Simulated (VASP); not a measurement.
# NbN (Fm-3m) in VASP: notebook, part 2 of 2

VASP 6.6.1. The steps go on from the part before.

### 3 Single point, PBE (9.83 Å³/atom)

This run uses another cell than the first one, of 9.83 Å³/atom.

File INCAR:

```
SYSTEM = NbN
ALGO = Normal
EDIFF = 1E-6
ENCUT = 600
GGA = PE
GGA_COMPAT = .False.
ISIF = 2
ISMEAR = 0
LASPH = .True.
LCHARG = .False.
LREAL = .False.
LWAVE = .False.
NBANDS = 16
NELM = 120
PREC = Accurate
SIGMA = 0.1
```

File KPOINTS:

```
k-points
0
Gamma
  16 16 16
  0 0 0
```

File POSCAR:

```
NbN
1.0
    0.0000000000      2.1423528147      2.1423528147
    2.1423528147      0.0000000000      2.1423528147
    2.1423528147      2.1423528147      0.0000000000
Nb N
1 1
Direct
    0.5000000000      0.5000000000      0.5000000000
    0.0000000000      0.0000000000      0.0000000000
```

Potentials or basis: VASP PAW PBE potentials, release 64 (Nb_sv, N).

Command:

```console
cat potpaw_PBE.64/Nb_sv/POTCAR potpaw_PBE.64/N/POTCAR > POTCAR
mpirun -np 1 vasp_std > vasp.out
```

OUTCAR:

```text
SYSTEM = NbN
   EDIFF = 1E-6
   ENCUT = 600
   GGA = PE
   ISIF = 2
   ISMEAR = 0
   LASPH = .True.
   LREAL = .False.
   NELM = 120
   PREC = Accurate

 ion  position               nearest neighbor table
   1  0.500  0.500  0.500-   2 2.14   2 2.14   2 2.14   2 2.14   2 2.14   2 2.14
   2  0.000  0.000  0.000-   1 2.14   1 2.14   1 2.14   1 2.14   1 2.14   1 2.14

  LATTYP: Found a face centered cubic cell.
 ALAT       =     4.2847056294

  Lattice vectors:

 A1 = (   0.0000000000,   2.1423528147,   2.1423528147)
 A2 = (   2.1423528147,   0.0000000000,   2.1423528147)
[... 625 lines left out ...]
      4     -16.6952      2.00000
      5      -2.6029      2.00000
      6      10.4886      2.00000
[... 8 lines left out ...]
     15      25.3548      0.00000
     16      36.9676      0.00000

 [... further k-points ...]
[... 5 lines left out ...]
  --------------------------------------------------------------------------------------
  -------------------------------------------------------------------------------------
  Total        4.2663447      4.2663447      4.2663447     -0.0000000     -0.0000000     -0.0000000
  in kB      347.5870167    347.5870167    347.5870167     -0.0000000     -0.0000000     -0.0000000
  external PRESSURE =     347.5870167 kB  Pullay stress =       0.0000000 kB

 VOLUME and BASIS-vectors are now :
 -----------------------------------------------------------------------------
  energy-cutoff  :      600.00
  volume of cell :       19.67
      direct lattice vectors                 reciprocal lattice vectors
     0.000000000  2.142352815  2.142352815    -0.233388262  0.233388262  0.233388262
     2.142352815  0.000000000  2.142352815     0.233388262 -0.233388262  0.233388262
     2.142352815  2.142352815  0.000000000     0.233388262  0.233388262 -0.233388262

 POSITION                                       TOTAL-FORCE (eV/Angst)
 -----------------------------------------------------------------------------------
      2.14235      2.14235      2.14235        -0.000000      0.000000     -0.000000
      0.00000      0.00000      0.00000         0.000000     -0.000000      0.000000
 -----------------------------------------------------------------------------------
    total drift:                                0.000000     -0.000000      0.000000

  FREE ENERGIE OF THE ION-ELECTRON SYSTEM (eV)
  ---------------------------------------------------
  free  energy   TOTEN  =       -20.3446708556 eV

  energy  without entropy=      -20.3388780697  energy(sigma->0) =      -20.34177446
```

Wall time 17 s (1 thread of Intel Xeon 6975P-C (Granite Rapids), shared host); peak memory 0.18 GiB.

Results:

* Free energy: -20.3447 eV
* Pressure: 34.8 GPa
* Band gap on the k mesh: zero (bands 9 and 10 overlap by 3.91 eV)

Levels at points of the mesh, in eV from the Fermi level:
```
           k point  band 7  band 8  band 9  band 10  band 11  band 12
(0.00, 0.00, 0.00)   -3.57   -3.57   -2.22    -2.22    -2.22    -0.15
(0.50, 0.00, 0.00)   -7.62   -7.62    1.69     1.69     2.24     4.73
(0.50, 0.50, 0.00)   -5.57   -4.16   -4.16     1.80     3.17     3.17
```

Caveat: the cell stands under pressure.

### 4 Single point, PBE

This run uses another cell than the first one, of 9.83 Å³/atom.

File INCAR:

```
PREC     = Accurate       # precision mode
ENCUT    = 600            # plane-wave cutoff, eV
EDIFF    = 1E-6           # SCF threshold, eV
ISMEAR   = 0              # smearing method
SIGMA    = 0.1            # smearing width, eV
LREAL    = False          # projectors in reciprocal space
LASPH    = True           # aspherical terms in the spheres
NELM     = 120            # most SCF steps
ALGO     = Normal         # electronic algorithm
ISIF     = 2              # what is computed and relaxed
LWAVE    = False          # write WAVECAR
LCHARG   = False          # write CHGCAR
GGA      = PE             # functional
NBANDS   = 16             # bands
GGA_COMPAT= False
```

File KPOINTS:

```
regular mesh
0
Gamma
  16 16 16
```

POSCAR is that of step 3.

Command:

```console
cat potpaw_PBE.64/Nb_sv/POTCAR potpaw_PBE.64/N/POTCAR > POTCAR
mpirun -np 1 vasp_std > vasp.out
```

It took 17 s on 1 thread of Intel Xeon 6975P-C (Granite Rapids), shared host; peak memory 0.18 GiB.

The run converged. Its results:

```yaml
Free_energy: -20.3447 eV
Pressure: 34.8 GPa
Band_gap_on_the_k_mesh: zero (bands 9 and 10 overlap by 3.91 eV)
```

Levels at points of the mesh, in eV from the Fermi level:
```
           k point  band 5  band 6  band 7  band 8  band 9  band 10  band 11  band 12  band 13  band 14
(0.00, 0.00, 0.00)  -18.12   -3.57   -3.57   -3.57   -2.22    -2.22    -2.22    -0.15    -0.15     3.91
(0.50, 0.00, 0.00)  -15.18   -9.72   -7.62   -7.62    1.69     1.69     2.24     4.73     7.54     7.54
(0.50, 0.50, 0.00)  -17.51   -5.83   -5.57   -4.16   -4.16     1.80     3.17     3.17     4.79     9.97
```

Caveat: the cell stands under pressure.

### 5 Single point, PBE (10.16 Å³/atom)

This run uses another cell than the first one, of 10.16 Å³/atom.

File INCAR:

```
SYSTEM = NbN
PREC = Accurate
ENCUT = 600
EDIFF = 1E-6
ISMEAR = 0
SIGMA = 0.1
LREAL = .False.
LASPH = .True.
NELM = 120
ALGO = Normal
ISIF = 2
LWAVE = .False.
LCHARG = .True.
GGA = PE
LELF = .True.
LVHAR = .True.
NBANDS = 16
GGA_COMPAT = .False.
```

File KPOINTS:

```
Automatic mesh
0
Gamma
  16 16 16
  0 0 0
```

File POSCAR:

```
NbN
1.0
    0.0000000000      2.1656410829      2.1656410829
    2.1656410829      0.0000000000      2.1656410829
    2.1656410829      2.1656410829      0.0000000000
Nb N
1 1
Direct
    0.5000000000      0.5000000000      0.5000000000
    0.0000000000      0.0000000000      0.0000000000
```

Command:

```console
cat potpaw_PBE.64/Nb_sv/POTCAR potpaw_PBE.64/N/POTCAR > POTCAR
mpirun -np 1 vasp_std > vasp.out
```

Run time: 18 s. Hardware: 1 thread of Intel Xeon 6975P-C (Granite Rapids), shared host; peak memory 0.18 GiB.

Results (log left out):

```
Free energy            : -20.4580 eV
Pressure               : 21.0 GPa
Band gap on the k mesh : zero (bands 9 and 10 overlap by 3.73 eV)
```

Levels at points of the mesh, in eV from the Fermi level:
| k point | band 6 | band 7 | band 8 | band 9 | band 10 | band 11 | band 12 | band 13 |
| --- | --- | --- | --- | --- | --- | --- | --- | --- |
| (0.00, 0.00, 0.00) | -3.48 | -3.48 | -3.48 | -2.13 | -2.13 | -2.13 | -0.15 | -0.15 |
| (0.50, 0.00, 0.00) | -9.47 | -7.38 | -7.38 | 1.59 | 1.59 | 2.12 | 4.64 | 7.21 |
| (0.50, 0.50, 0.00) | -5.80 | -5.34 | -4.10 | -4.10 | 1.71 | 3.00 | 3.00 | 4.46 |

Caveat: the cell stands under pressure.

### 6 Single point, PBE

This run uses another cell than the first one, of 10.16 Å³/atom.

File INCAR:

```
SYSTEM = NbN
PREC = Accurate
ENCUT = 600
EDIFF = 1E-6
ISMEAR = -5
SIGMA = 0.1
LREAL = .FALSE.
LASPH = .TRUE.
NELM = 120
ALGO = Normal
ISIF = 2
LWAVE = .FALSE.
LCHARG = .TRUE.
GGA = PE
LELF = .TRUE.
LVHAR = .TRUE.
NBANDS = 16
GGA_COMPAT = .FALSE.
```

File KPOINTS:

```
regular mesh
0
G
  16 16 16
  0 0 0
```

POSCAR is that of step 5.

Potentials or basis: VASP PAW PBE potentials, release 64 (Nb_sv, N).

Command:

```console
cat potpaw_PBE.64/Nb_sv/POTCAR potpaw_PBE.64/N/POTCAR > POTCAR
mpirun -np 1 vasp_std > vasp.out
```

It took 18 s on 1 thread of Intel Xeon 6975P-C (Granite Rapids), shared host; peak memory 0.19 GiB.

Results (log left out):

* Free energy: -20.4587 eV
* Pressure: 20.9 GPa
* Band gap on the k mesh: zero (bands 9 and 10 overlap by 3.73 eV)

Levels at points of the mesh, in eV from the Fermi level:
```csv
k point,band 6,band 7,band 8,band 9,band 10,band 11,band 12,band 13
"(0.00, 0.00, 0.00)",-3.46,-3.46,-3.46,-2.11,-2.11,-2.11,-0.13,-0.13
"(0.50, 0.00, 0.00)",-9.46,-7.36,-7.36,1.61,1.61,2.14,4.66,7.23
"(0.50, 0.50, 0.00)",-5.79,-5.32,-4.08,-4.08,1.73,3.02,3.02,4.48
```

Caveat: the cell stands under pressure; tetrahedron occupations give inexact forces and stress in metals.

### 7 Overview

| cell | smearing | gap on the mesh (eV) | pressure (GPa) |
| --- | --- | --- | --- |
| a = 2.996 Å, angles 60.0°, 2 atoms | gaussian 0.1 eV | none | 51.0 |
| a = 3.030 Å, angles 60.0°, 2 atoms | gaussian 0.1 eV | none | 34.8 |
| a = 3.063 Å, angles 60.0°, 2 atoms | gaussian 0.1 eV | none | 21.0 |
| a = 3.063 Å, angles 60.0°, 2 atoms | tetrahedron | none | 20.9 |

Alike in all rows: task single point; level PBE; potentials or basis VASP PAW PBE potentials, release 64 (Nb_sv, N); no spin polarisation; k mesh 16 × 16 × 16; cutoff (eV) 600.

Caveats: the cell stands under pressure; tetrahedron occupations give inexact forces and stress in metals (at least some runs).

Absolute energies hang on the potentials; compare differences alone.
